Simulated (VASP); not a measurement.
# Sc (Im-3m) in VASP: notebook

Sc is run at these levels: PBEsol; tasks: single point, relaxation of cell and atoms.

All numbers are computed with VASP 6.6.1; they aren't measurements. Logs are shortened: lines on timing, memory, paths and dates and some standing lists are left out, and cuts for length are marked.

## (1) The cell of the first run

It takes space group Im-3m (No. 229, cubic). Conventional cell: a = 3.633 Å, b = 3.633 Å, c = 3.633 Å, α = 90.00°, β = 90.00°, γ = 90.00°. Within 4.1 Å of Sc (site symmetry m-3m) lie 14 Sc at 3.15 to 3.63 Å.

## (2) Single point, PBEsol

Contents of INCAR:

```
SYSTEM = Sc
  ALGO = Normal
  EDIFF = 1E-6
  ENCUT = 520
  GGA = PS
  ISIF = 2
  ISMEAR = -1
  LASPH = .TRUE.
  LCHARG = .FALSE.
  LREAL = .FALSE.
  LWAVE = .FALSE.
  NBANDS = 18
  NELM = 100
  PREC = Accurate
  SIGMA = 0.1
```

Contents of KPOINTS:

```
k-points
0
G
  6 6 6
  0 0 0
```

Contents of POSCAR:

```
Sc
1.0
    3.6331625459      0.0000000000      0.0000000000
    0.0000000000      3.6331625459      0.0000000000
    0.0000000000      0.0000000000      3.6331625459
Sc
2
Direct
    0.0000000000      0.0000000000      0.0000000000
    0.5000000000      0.5000000000      0.5000000000
```

Potentials or basis: VASP PAW PBE potentials, release 64 (Sc_sv).

Launch:

```bash
cat potpaw_PBE.64/Sc_sv/POTCAR > POTCAR
mpirun -np 1 vasp_std > vasp.out
```

OUTCAR:

```text
SYSTEM = Sc
   EDIFF = 1E-6
   ENCUT = 520
   GGA = PS
   ISIF = 2
   ISMEAR = -1
   LASPH = .TRUE.
   LREAL = .FALSE.
   NELM = 100
   PREC = Accurate

 ion  position               nearest neighbor table
   1  0.000  0.000  0.000-   2 3.15   2 3.15   2 3.15   2 3.15   2 3.15   2 3.15   2 3.15   2 3.15

   2  0.500  0.500  0.500-   1 3.15   1 3.15   1 3.15   1 3.15   1 3.15   1 3.15   1 3.15   1 3.15

  LATTYP: Found a simple cubic cell.
 ALAT       =     3.6331625459

  Lattice vectors:

 A1 = (   3.6331625459,   0.0000000000,   0.0000000000)
 A2 = (   0.0000000000,   3.6331625459,   0.0000000000)
 A3 = (   0.0000000000,   0.0000000000,   3.6331625459)

Analysis of symmetry for initial positions (statically):
=====================================================================
 Subroutine PRICEL returns following result:

  LATTYP: Found a body centered cubic cell.
 ALAT       =     3.6331625459

  Lattice vectors:

 A1 = (   1.8165812729,   1.8165812730,  -1.8165812729)
 A2 = (  -1.8165812729,   1.8165812729,   1.8165812729)
 A3 = (   1.8165812729,  -1.8165812729,   1.8165812730)

   2 primitive cells build up your supercell.

 Routine SETGRP: Setting up the symmetry group for a
 simple cubic supercell.

 Subroutine GETGRP returns: Found 48 space group operations
 (whereof 48 operations were pure point group operations)
 out of a pool of 48 trial point group operations.

The static configuration has the point symmetry O_h .

Analysis of symmetry for dynamics (positions and initial velocities):
=====================================================================
 Subroutine PRICEL returns following result:

  LATTYP: Found a body centered cubic cell.
 ALAT       =     3.6331625459

  Lattice vectors:

 A1 = (   1.8165812729,   1.8165812730,  -1.8165812729)
 A2 = (  -1.8165812729,   1.8165812729,   1.8165812729)
 A3 = (   1.8165812729,  -1.8165812729,   1.8165812730)

   2 primitive cells build up your supercell.

 Routine SETGRP: Setting up the symmetry group for a
 simple cubic supercell.

 Subroutine GETGRP returns: Found 48 space group operations
 (whereof 48 operations were pure point group operations)
 out of a pool of 48 trial point group operations.

The dynamic configuration has the point symmetry O_h .

 Subroutine INISYM returns: Found 48 space group operations
 (whereof 48 operations are pure point group operations),
 and found     2 'primitive' translations

----------------------------------------------------------------------------------------

                                     Primitive cell

  volume of cell :      23.9786

  direct lattice vectors                    reciprocal lattice vectors
     1.816581273  1.816581273 -1.816581273     0.275242296  0.275242296  0.000000000
    -1.816581273  1.816581273  1.816581273    -0.000000000  0.275242296  0.275242296
     1.816581273 -1.816581273  1.816581273     0.275242296  0.000000000  0.275242296

  length of vectors
     3.146411061  3.146411061  3.146411061     0.389251388  0.389251388  0.389251388

  position of ions in fractional coordinates (direct lattice)
     0.000000000  0.000000000  0.000000000

  ion indices of the primitive-cell ions
   primitive index   ion index
                 1           1

----------------------------------------------------------------------------------------

 KPOINTS: k-points

Automatic generation of k-mesh.
 Grid dimensions read from file:
 generate k-points for:    6    6    6

 Generating k-lattice:

  Cartesian coordinates                     Fractional coordinates (reciprocal lattice)
     0.045873716  0.000000000  0.000000000     0.166666667  0.000000000  0.000000000
     0.000000000  0.045873716  0.000000000     0.000000000  0.166666667  0.000000000
     0.000000000  0.000000000  0.045873716     0.000000000  0.000000000  0.166666667

  Length of vectors
     0.045873716  0.045873716  0.045873716

  Shift w.r.t. Gamma in fractional coordinates (k-lattice)
     0.000000000  0.000000000  0.000000000

 Subroutine IBZKPT returns following result:
 ===========================================

 Found     20 irreducible k-points:

 Following reciprocal coordinates:
            Coordinates               Weight
  0.000000  0.000000  0.000000      1.000000
  0.166667  0.000000  0.000000      6.000000
  0.333333  0.000000  0.000000      6.000000
  0.500000  0.000000  0.000000      3.000000
  0.166667  0.166667  0.000000     12.000000
  0.333333  0.166667  0.000000     24.000000
[... 12 lines left out ...]
  0.500000  0.500000  0.333333      6.000000
  0.500000  0.500000  0.500000      1.000000
   k-points           NKPTS =     20   k-points in BZ     NKDIM =     20   number of bands    NBANDS=     18
   number of dos      NEDOS =    301   number of ions     NIONS =      2
   total plane-waves  NPLWV =  21952
   dimension x,y,z NGX =    28 NGY =   28 NGZ =   28
   dimension x,y,z NGXF=    56 NGYF=   56 NGZF=   56
   ions per type =               2
   NGX,Y,Z   is equivalent  to a cutoff of  12.81, 12.81, 12.81 a.u.
   NGXF,Y,Z  is equivalent  to a cutoff of  25.62, 25.62, 25.62 a.u.
 SYSTEM =  Sc
   PREC   = accura    normal or accurate (medium, high low for compatibility)
   ISTART =      0    job   : 0-new  1-cont  2-samecut
   ICHARG =      2    charge: 1-file 2-atom 10-const
   ISPIN  =      1    spin polarized calculation?
   LNONCOLLINEAR =      F non collinear calculations
   LSORBIT =      F    spin-orbit coupling
   LASPH  =      T    aspherical Exc in radial PAW
   ENCUT  =  520.0 eV  38.22 Ry    6.18 a.u.   6.76  6.76  6.76*2*pi/ulx,y,z
   NELM   =    100;   NELMIN=  2; NELMDL= -5     # of ELM steps
   EDIFF  = 0.1E-05   stopping-criterion for ELM
   LREAL  =      F    real-space projection
   EDIFFG = 0.1E-04   stopping-criterion for IOM
   NSW    =      0    number of steps for IOM
   IBRION =     -1    ionic relax: 0-MD 1-quasi-New 2-CG
   NFREE  =      0    steps in history (QN), initial steepest desc. (CG)
   ISIF   =      2    stress and relaxation
   ISYM   =      2    0-nonsym 1-usesym 2-fastsym
   POTIM  = 0.5000    time-step for ionic-motion
   TEBEG  =    0.0;   TEEND  =   0.0 temperature during run
   PSTRESS=    0.0 pullay stress
   NELECT =      22.0000    total number of electrons
   NUPDOWN=      -1.0000    fix difference up-down
   EMIN   =  10.00;   EMAX   =-10.00  energy-range for DOS
   EFERMI =   0.00;   METHOD = LEGACY
   ISMEAR =    -1;   SIGMA  =   0.10  broadening in eV -4-tet -1-fermi 0-gaus
   EFERMI_NEDOS =   21; number of points for ismear=-14 and -15
   IALGO  =     38    algorithm
   IMIX   =      4    mixing-type and parameters
     AMIX     =   0.40;   BMIX     =  1.00
     AMIX_MAG =   1.60;   BMIX_MAG =  1.00
  volume/ion in A,a.u.               =      23.98       161.82
  Fermi-wavevector in a.u.,A,eV,Ry     =   1.262595  2.385959 21.689691  1.594147
  Thomas-Fermi vector in A             =   2.395996
   LORBIT       =      0    0 simple, 1 ext, 2 COOP (PROOUT), +10 PAW based schemes
   GGA     = PS    functional components
   LHFCALC =     F    Hartree Fock is set to
   AEXX    =    0.0000 exact exchange contribution
   IVDW    =     0    specifies the selected vdW correction
   LEPSILON=     F    determine dielectric tensor
   LRPA    =     F    only Hartree local field effects (RPA)
 non-spin polarized calculation
  energy-cutoff  :      520.00
  volume of cell :       47.96
 maximum number of plane-waves:      1328
 NGX is ok and might be reduce to    28
   NGX = 13   NGY = 13   NGZ = 13

 number of electron      21.9999985 magnetization

 Free energy of the ion-electron system (eV)
  ---------------------------------------------------
  ext. energy  EPLUGINS =         0.00000000
  ---------------------------------------------------
  free energy    TOTEN  =       -13.07555792 eV

  energy without entropy =      -12.92498317  energy(sigma->0) =      -13.00027055

 E-fermi :   3.8446     XC(G=0): -10.1074

 val. band max:        3.7805480381   @ k =   0.5000   0.5000   0.3333
 cond. band min:       3.8790762231   @ k =   0.3333   0.3333   0.3333
 fundamental gap:      0.0985281851
 Fermi energy:         3.8445627677

 k-point     1 :       0.0000    0.0000    0.0000
  band No.  band energies     occupation
      1     -45.4497      2.00000
      2     -45.3244      2.00000
      3     -24.2326      2.00000
      4     -24.2326      2.00000
      5     -24.2326      2.00000
      6     -23.9270      2.00000
[... 10 lines left out ...]
     17       7.8551      0.00000
     18       7.8551      0.00000

 k-point     2 :       0.1667    0.0000    0.0000
  band No.  band energies     occupation
      1     -45.4401      2.00000
      2     -45.3315      2.00000
      3     -24.2316      2.00000
      4     -24.2109      2.00000
      5     -24.2109      2.00000
      6     -23.9678      2.00000
[... 10 lines left out ...]
     17       7.0703      0.00000
     18       7.0703      0.00000

 k-point     3 :       0.3333    0.0000    0.0000
  band No.  band energies     occupation
      1     -45.4147      2.00000
      2     -45.3520      2.00000
      3     -24.2151      2.00000
      4     -24.1526      2.00000
      5     -24.1526      2.00000
      6     -24.0637      2.00000
[... 10 lines left out ...]
     17       6.0820      0.00000
     18       7.1919      0.00000

 k-point     4 :       0.5000    0.0000    0.0000
  band No.  band energies     occupation
      1     -45.3820      2.00000
      2     -45.3820      2.00000
      3     -24.1591      2.00000
      4     -24.1591      2.00000
      5     -24.0750      2.00000
      6     -24.0750      2.00000
[... 291 lines left out ...]
      4     -24.2703      2.00000
      5     -24.1264      2.00000
      6     -24.1264      2.00000
[... 10 lines left out ...]
     17       7.1425      0.00000
     18       7.1425      0.00000

 k-point    19 :       0.5000    0.5000    0.3333
  band No.  band energies     occupation
      1     -45.3728      2.00000
      2     -45.3728      2.00000
      3     -24.2540      2.00000
      4     -24.2540      2.00000
      5     -24.1246      2.00000
      6     -24.1246      2.00000
[... 10 lines left out ...]
     17       7.1707      0.00000
     18       7.1707      0.00000

 k-point    20 :       0.5000    0.5000    0.5000
  band No.  band energies     occupation
      1     -45.3715      2.00000
      2     -45.3715      2.00000
      3     -24.1435      2.00000
      4     -24.1435      2.00000
      5     -24.1435      2.00000
      6     -24.1435      2.00000
[... 10 lines left out ...]
     17       7.1843      0.00000
     18       7.1843      0.00000

------------------------ aborting loop because EDIFF is reached ----------------------------------------

  FORCE on cell =-STRESS in cart. coord.  units (eV):
  Direction    XX          YY          ZZ          XY          YZ          ZX
  --------------------------------------------------------------------------------------
  -------------------------------------------------------------------------------------
  Total       -0.0049936     -0.0049936     -0.0049936     -0.0000000     -0.0000000      0.0000000
  in kB       -0.1668279     -0.1668279     -0.1668279     -0.0000000     -0.0000000      0.0000000
  external PRESSURE =      -0.1668279 kB  Pullay stress =       0.0000000 kB

 VOLUME and BASIS-vectors are now :
 -----------------------------------------------------------------------------
  energy-cutoff  :      520.00
  volume of cell :       47.96
      direct lattice vectors                 reciprocal lattice vectors
     3.633162546  0.000000000  0.000000000     0.275242296  0.000000000  0.000000000
     0.000000000  3.633162546  0.000000000     0.000000000  0.275242296  0.000000000
     0.000000000  0.000000000  3.633162546     0.000000000  0.000000000  0.275242296

 POSITION                                       TOTAL-FORCE (eV/Angst)
 -----------------------------------------------------------------------------------
      0.00000      0.00000      0.00000        -0.000000      0.000000     -0.000000
      1.81658      1.81658      1.81658         0.000000     -0.000000      0.000000
 -----------------------------------------------------------------------------------
    total drift:                                0.000000      0.000000      0.000000

  FREE ENERGIE OF THE ION-ELECTRON SYSTEM (eV)
  ---------------------------------------------------
  free  energy   TOTEN  =       -13.0755579176 eV

  energy  without entropy=      -12.9249831749  energy(sigma->0) =      -13.00027055
```

It took 18 s on 1 thread of Intel Xeon Platinum 8259CL at 2.50GHz (Skylake/Cascade Lake), shared host; peak memory 0.16 GiB.

Results:

```yaml
Free_energy: -13.0756 eV
Pressure: 0.0 GPa
Band_gap_on_the_k_mesh: zero (band 11 reaches 4.41 eV, above the bottom of band 12 at 3.61 eV)
```

Levels at points of the mesh, in eV from the Fermi level:
```tsv
k point	band 9	band 10	band 11	band 12	band 13	band 14
(0.00, 0.00, 0.00)	-5.29	-1.27	-1.27	1.48	1.48	1.48
(0.50, 0.00, 0.00)	-2.46	-2.46	0.57	0.57	1.63	1.63
(0.50, 0.50, 0.00)	-1.83	-1.83	0.26	0.26	0.52	0.52
(0.50, 0.50, 0.50)	-0.23	-0.23	-0.23	-0.23	-0.23	-0.23
```

Caveat: the PAW data sets were made with another functional, which shifts forces and pressure a little.

## (3) Relaxation of cell and atoms, PBEsol

Contents of INCAR:

```
PREC = Accurate
ENCUT = 600
EDIFF = 1E-7
ISMEAR = -1
SIGMA = 0.1
LREAL = F
LASPH = T
NELM = 100
ALGO = Normal
ISIF = 3
LWAVE = F
LCHARG = F
GGA = PS
IBRION = 2
NSW = 80
EDIFFG = -0.03
```

Contents of KPOINTS:

```
Automatic mesh
0
Gamma
  6 6 6
```

POSCAR is that of step 2.

Potentials or basis: VASP PAW PBE potentials, release 64 (Sc_sv).

Launch:

```bash
cat potpaw_PBE.64/Sc_sv/POTCAR > POTCAR
mpirun -np 1 vasp_std > vasp.out
```

It took 21 s on 1 thread of Intel Xeon Platinum 8259CL at 2.50GHz (Skylake/Cascade Lake), shared host; peak memory 0.16 GiB.

It converged, with:

```yaml
Free_energy: -13.0765 eV
Pressure_after_relaxing: 0.0 GPa
Band_gap_on_the_k_mesh: zero (band 11 reaches 4.41 eV, above the bottom of band 12 at 3.61 eV)
```

Final structure:
```xyz
2
Lattice="3.6332 0.0000 0.0000 0.0000 3.6332 0.0000 0.0000 0.0000 3.6332" Properties=species:S:1:pos:R:3 pbc="T T T"
Sc    0.0000    0.0000    0.0000
Sc    1.8166    1.8166    1.8166
```

Levels at points of the mesh, in eV from the Fermi level:
| k point | band 8 | band 9 | band 10 | band 11 | band 12 | band 13 | band 14 | band 15 |
| --- | --- | --- | --- | --- | --- | --- | --- | --- |
| (0.00, 0.00, 0.00) | -27.77 | -5.29 | -1.27 | -1.27 | 1.48 | 1.48 | 1.48 | 2.97 |
| (0.50, 0.00, 0.00) | -27.92 | -2.46 | -2.46 | 0.57 | 0.57 | 1.63 | 1.63 | 1.63 |
| (0.50, 0.50, 0.00) | -27.77 | -1.83 | -1.83 | 0.26 | 0.26 | 0.52 | 0.52 | 2.94 |
| (0.50, 0.50, 0.50) | -27.99 | -0.23 | -0.23 | -0.23 | -0.23 | -0.23 | -0.23 | 3.34 |

Caveat: the relaxation stopped at its first step, so nothing moved; the PAW data sets were made with another functional, which shifts forces and pressure a little.

## (4) Relaxation of cell and atoms, PBEsol

This run uses another cell than the first one, of 24.92 Å³/atom, 1.039 times its volume.

Contents of INCAR:

```
SYSTEM = Sc
PREC     = Accurate       ! precision mode
ENCUT    = 600            ! plane-wave cutoff, eV
EDIFF    = 1E-7           ! SCF threshold, eV
ISMEAR   = -1             ! smearing method
SIGMA    = 0.1            ! smearing width, eV
LREAL    = .False.        ! projectors in reciprocal space
LASPH    = .True.         ! aspherical terms in the spheres
NELM     = 60             ! most SCF steps
ALGO     = Normal         ! electronic algorithm
ISIF     = 3              ! what is computed and relaxed
LWAVE    = .False.        ! write WAVECAR
LCHARG   = .False.        ! write CHGCAR
GGA      = PS             ! functional
IBRION   = 2              ! ionic algorithm
NSW      = 80             ! ionic steps
EDIFFG   = -0.03          ! ionic threshold
```

Contents of KPOINTS:

```
Automatic mesh
0
Gamma
  6 6 6
  0 0 0
```

Contents of POSCAR:

```
Sc
1.0
    3.6800000000      0.0000000000      0.0000000000
    0.0000000000      3.6800000000      0.0000000000
    0.0000000000      0.0000000000      3.6800000000
Sc
2
Direct
    0.0000000000      0.0000000000      0.0000000000
    0.5000000000      0.5000000000      0.5000000000
```

Launch:

```bash
cat potpaw_PBE.64/Sc_sv/POTCAR > POTCAR
mpirun -np 1 vasp_std > vasp.out
```

Run time: 36 s. Hardware: 1 thread of Intel Xeon Platinum 8259CL at 2.50GHz (Skylake/Cascade Lake), shared host; peak memory 0.17 GiB.

The run converged. Its results:

```
Free energy                            : -13.0767 eV
Relaxed volume                         : 24.00 Å³/atom
Relaxed cell                           : a = 3.634 Å, b = 3.634 Å, c = 3.634 Å, α = 90.00°, β = 90.00°, γ = 90.00°
Space group after relaxing (to 0.05 Å) : Im-3m (No. 229)
Energy gained by relaxing              : 5.8 meV/atom
Ionic steps                            : 3
Pressure after relaxing                : 0.0 GPa
Band gap on the k mesh                 : zero (band 11 reaches 4.41 eV, above the bottom of band 12 at 3.60 eV)
```

The path:
```csv
step,energy change (eV),largest force (eV/Å),pressure (GPa),volume (Å³)
1,0.0000,0.0000,-1.98,49.84
2,-0.0112,0.0000,0.44,47.64
3,-0.0117,0.0000,0.00,48.00
```

Final structure:
```
Sc
1.0
     3.63435    0.00000    0.00000
     0.00000    3.63435    0.00000
     0.00000    0.00000    3.63435
Sc
2
Direct
  0.00000 0.00000 0.00000
  0.50000 0.50000 0.50000
```

Levels at points of the mesh, in eV from the Fermi level:
```csv
k point,band 8,band 9,band 10,band 11,band 12,band 13,band 14,band 15
"(0.00, 0.00, 0.00)",-27.77,-5.29,-1.27,-1.27,1.48,1.48,1.48,2.97
"(0.50, 0.00, 0.00)",-27.92,-2.46,-2.46,0.57,0.57,1.63,1.63,1.63
"(0.50, 0.50, 0.00)",-27.78,-1.83,-1.83,0.27,0.27,0.52,0.52,2.93
"(0.50, 0.50, 0.50)",-27.99,-0.23,-0.23,-0.23,-0.23,-0.23,-0.23,3.34
```

Caveat: the PAW data sets were made with another functional, which shifts forces and pressure a little.

## (5) Overview

| task | cell | cutoff (eV) | gap on the mesh (eV) | pressure (GPa) |
| --- | --- | --- | --- | --- |
| single point | a = 3.633 Å, 2 atoms | 520 | none | 0.0 |
| relaxation of cell and atoms | relaxed from a = 3.633 Å, 2 atoms | 600 | none | 0.0 |
| relaxation of cell and atoms | relaxed from a = 3.680 Å, 2 atoms | 600 | none | 0.0 |

Alike in all rows: level PBEsol; potentials or basis VASP PAW PBE potentials, release 64 (Sc_sv); no spin polarisation; k mesh 6 × 6 × 6; smearing fermi-dirac 0.1 eV.

Caveats: the PAW data sets were made with another functional, which shifts forces and pressure a little; the relaxation stopped at its first step, so nothing moved (some runs).

Absolute energies hang on the potentials; compare differences alone.
